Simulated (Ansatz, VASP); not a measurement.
# One calculation of Re, two programs

File INCAR:

```
  ALGO = Normal
  EDIFF = 1E-7
  ENCUT = 520
  GGA = PS
  ISIF = 2
  ISMEAR = -1
  LASPH = T
  LCHARG = T
  LELF = T
  LREAL = F
  LVHAR = T
  LWAVE = F
  NBANDS = 18
  NELM = 60
  PREC = Accurate
  SIGMA = 0.05
```

File KPOINTS:

```
k-points
0
Gamma
  15 15 15
```

The input POSCAR:

```
Re
1.0
    1.4110657914      0.8146792145      6.8299866994
   -1.4110657914      0.8146792145      6.8299866994
    0.0000000000     -1.6293584291      6.8299866994
Re
3
Direct
    0.0000000000      0.0000000000      0.0000000000
    0.2221738800      0.2221738800      0.2221738800
    0.7778261200      0.7778261200      0.7778261200
```

Input for Ansatz:

```yaml
crystal:
  lattice:
    - [1.4110657914, 0.8146792145, 6.8299866994]
    - [-1.4110657914, 0.8146792145, 6.8299866994]
    - [0.0, -1.6293584291, 6.8299866994]
  atoms:
    - { symbol: Re, position: [0.0, 0.0, 0.0] }
    - { symbol: Re, position: [0.22217388, 0.22217388, 0.22217388] }
    - { symbol: Re, position: [0.77782612, 0.77782612, 0.77782612] }
kpoints:
  mp_grid: { grid: [15, 15, 15] }
  band_path:
    path:
      - [0.0, 0.0, 0.0]
      - [0.5, 0.5, 0.5]
      - [0.823848225, 0.176151775, 0.5]
      - [0.5, -0.176151775, 0.176151775]
      - [0.5, 0.0, 0.0]
      - [0.0, 0.0, 0.0]
      - [0.3380758875, -0.3380758875, 0.0]
      - [0.6619241125, 0.0, 0.3380758875]
      - [0.5, 0.0, 0.5]
    npoints: 5
scf:
  occupations: { method: fermi_dirac, width: 0.05 }
hamiltonian:
  xc: pbesol
  pseudopotentials: { kind: all_electron, lapw: { basis_error: 0.0005 } }
output:
  forces: true
  stress: true
  eigenvalues: true
```

Change from the starting cell: volume scaled by 1.06.

Alike in both runs: task single point; functional PBEsol; k mesh 15 × 15 × 15; occupations fermi-dirac, width 0.05 eV; no spin polarisation.

|  | VASP | Ansatz |
| --- | --- | --- |
| version | VASP 6.6.1 | Ansatz 0.2.0 |
| potentials or method | VASP PAW PBE potentials, release 64 (Re), cutoff 520 eV | all-electron LAPW, scalar-relativistic |

Ansatz gave:

| Item | Value |
| --- | --- |
| pressure (GPa) | -24.8 |
| traceless stress, the component that is largest in VASP (GPa) | -0.66 |

Estimate VASP's values.

pressure (GPa): -25.5; traceless stress, the component that is largest in VASP (GPa): -0.72.

VASP's potentials were made for PBE, not for PBEsol. Ansatz ran all-electron here, and VASP with PAW potentials.

Spin-orbit coupling is off throughout.
